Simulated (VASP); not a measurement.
Write the native input for VASP 6.6.1 that does the following.

| Item | Value |
| --- | --- |
| Task | single point |
| Functional | PBE exchange alone |
| Potentials or basis | VASP PAW PBE potentials, release 64 (Ga_d, N) |
| Cutoff | 520 eV |
| k mesh | 10 × 10 × 5 |
| Occupations | fermi-dirac, width 0.05 eV |
| Spin | no spin polarisation |
| Dipole correction | no |
| Further INCAR settings | ALGO = Normal; EDIFF = 1e-06; NBANDS = 26 |

The structure of GaN lies in POSCAR:

```
GaN
1.0
    3.1800000000      0.0000000000      0.0000000000
   -1.5900000000      2.7539607840      0.0000000000
    0.0000000000      0.0000000000      5.1660000000
Ga N
2 2
Direct
    0.6666666667      0.3333333333      0.5000000000
    0.3333333333      0.6666666667      0.0000000000
    0.6666666667      0.3333333333      0.8750000000
    0.3333333333      0.6666666667      0.3750000000
```

The input as run:

INCAR

```
SYSTEM = GaN
PREC = Accurate
ENCUT = 520
EDIFF = 1E-6
ISMEAR = -1
SIGMA = 0.05
LREAL = .FALSE.
LASPH = .TRUE.
NELM = 60
ALGO = Normal
ISIF = 2
LWAVE = .FALSE.
LCHARG = .FALSE.
GGA = PE
ALDAC = 0.0
AGGAC = 0.0
NBANDS = 26
```

KPOINTS

```
Automatic mesh
0
G
  10 10 5
  0 0 0
```

Potentials or basis: VASP PAW PBE potentials, release 64 (Ga_d, N).

The run is started by

```bash
$ cat potpaw_PBE.64/Ga_d/POTCAR potpaw_PBE.64/N/POTCAR > POTCAR
$ mpirun -np 1 vasp_std > vasp.out
```

Results of the run:

- Pressure: 27.0 GPa
- Largest force: 0.132 eV/Å
- Band gap on the k mesh: 2.07 eV

Caveat: the cell stands under pressure.

Run time: 31 s on 1 thread of Intel(R) Xeon(R) Platinum 8488C (Sapphire Rapids) (shared host), peak memory 0.18 GiB.
